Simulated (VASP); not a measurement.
MgO: single point with r2SCAN

Crystal: MgO.

```
Mg O
1.0
     3.48410    0.00000    0.00000
    -1.74205    3.01732    0.00000
     0.00000    0.00000    4.18569
Mg O
2 2
Direct
  0.66667 0.33333 0.75000
  0.33333 0.66667 0.25000
  0.71638 0.43276 0.25000
  0.38305 0.76609 0.75000
```

This cell differs from its parent crystal: all O atoms moved -0.300 Å, as atom 3 towards its neighbour atom 2 (Mg) at 2.012 Å.

```yaml
Program: VASP 6.6.1
Task: single point
Functional: r2SCAN
Potentials_or_basis: VASP PAW PBE potentials, release 64 (Mg, O)
Cutoff: 520 eV
k_mesh: 6 × 6 × 6
Occupations: gaussian, width 0.05 eV
Spin: no spin polarisation
```

The pressure is 8.2 GPa. The largest force is 5.277 eV/Å and the band gap on the k mesh is 4.00 eV, direct.

Forces on the atoms (eV/Å):
```
Mg   0.000  5.256  0.000
Mg   0.000  1.837  0.000
O    0.000 -1.815  0.000
O    0.000 -5.277  0.000
```

Stress tensor (GPa, compression positive):
```
 7.03  0.00  0.00
 0.00 20.05  0.00
 0.00  0.00 -2.51
```

Levels at points of the mesh, in eV from the valence-band top:
```tsv
k point	band 6	band 7	band 8	band 9	band 10	band 11
(0.00, 0.00, 0.00)	-0.75	-0.73	0.00	4.00	10.09	13.07
(0.50, 0.00, 0.00)	-1.91	-1.28	-0.49	7.58	9.75	10.45
(0.00, 0.50, 0.00)	-1.92	-1.26	-0.48	7.59	9.98	10.64
(0.00, 0.00, 0.50)	-1.36	-1.04	-0.94	7.07	7.09	13.63
(0.50, 0.00, 0.50)	-1.44	-0.75	-0.71	7.88	8.04	12.60
(0.00, 0.50, 0.50)	-1.25	-0.78	-0.70	7.78	8.17	12.42
```

Wall time 2.2 min on 1 thread of Intel(R) Xeon(R) Platinum 8259CL CPU @ 2.50GHz (Skylake/Cascade Lake), on a shared host, peak memory 0.19 GiB.

Caveat: the cell differs from its parent crystal (all O atoms moved -0.300 Å, as atom 3 towards its neighbour atom 2 (Mg) at 2.012 Å); the PAW data sets were made with another functional, which shifts forces and pressure a little.
